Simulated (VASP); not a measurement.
Wanted: the native input for a VASP 6.6.1 run.

```yaml
Task: single point
Functional: PBEsol
Potentials_or_basis: VASP PAW PBE potentials, release 64 (Si, Ti_sv)
Cutoff: 520 eV
k_mesh: 2 × 2 × 2
Occupations: fermi-dirac, width 0.02 eV
Spin: no spin polarisation
Dipole_correction: no
Further_INCAR_settings: LREAL = Auto; ALGO = Normal; EDIFF = 1e-06; NBANDS = 52
```

The structure of TiSi16 (a cell with a defect) lies in POSCAR:

```
TiSi16
1.0
    0.0000000000      5.4300000000      5.4300000000
    5.4300000000      0.0000000000      5.4300000000
    5.4300000000      5.4300000000      0.0000000000
Si Ti
16 1
Direct
   -0.0004942331     -0.0141296023     -0.0005377021
    0.1241814921      0.1177428283      0.1241293619
   -0.0065219574     -0.0024510679      0.4976343199
    0.1265757853      0.1196149362      0.6165189988
   -0.0012141529      0.4998025962     -0.0013252813
    0.1182680467      0.6232379363      0.1180060187
    0.0021904223      0.5009111126      0.4817750815
    0.1252895076      0.6241274144      0.6160704960
    0.4976922290     -0.0024737165     -0.0065493245
    0.6166238441      0.1195306637      0.1265482550
    0.4992815786     -0.0016887621      0.4992289053
    0.6230742932      0.1211664263      0.6230531705
    0.4820009713      0.5008235985      0.0020596062
    0.6162063420      0.6240970855      0.1252072156
    0.4985021064      0.4916800140      0.4984216995
    0.6191555880      0.6248913377      0.6189666661
    0.8697900368      0.3722556992      0.8696109127
```

One way to write it, as run:

INCAR

```
ALGO = Normal ; EDIFF = 1E-6
ENCUT = 520 ; GGA = PS
ISIF = 2 ; ISMEAR = -1
LASPH = True ; LCHARG = False
LREAL = Auto ; LWAVE = False
NBANDS = 52 ; NELM = 80
PREC = Accurate ; SIGMA = 0.02
```

KPOINTS

```
k-points
0
Gamma
  2 2 2
```

Potentials or basis: VASP PAW PBE potentials, release 64 (Si, Ti_sv).

Command:

```console
$ cat potpaw_PBE.64/Si/POTCAR potpaw_PBE.64/Ti_sv/POTCAR > POTCAR
$ mpirun -np 1 vasp_std > vasp.out
```

Results of the run:

```json
{
  "Pressure": "2.1 GPa",
  "Largest force": "0.042 eV/Å",
  "Band gap on the k mesh": "zero (bands 38 and 39 overlap by 0.38 eV)"
}
```

Caveat: the k points lie up to 0.50 Å⁻¹ apart; the PAW data sets were made with another functional, which shifts forces and pressure a little.

It took 110 s on 1 thread of Intel(R) Xeon(R) 6975P-C (Granite Rapids), with other jobs on the host, peak memory 0.48 GiB.
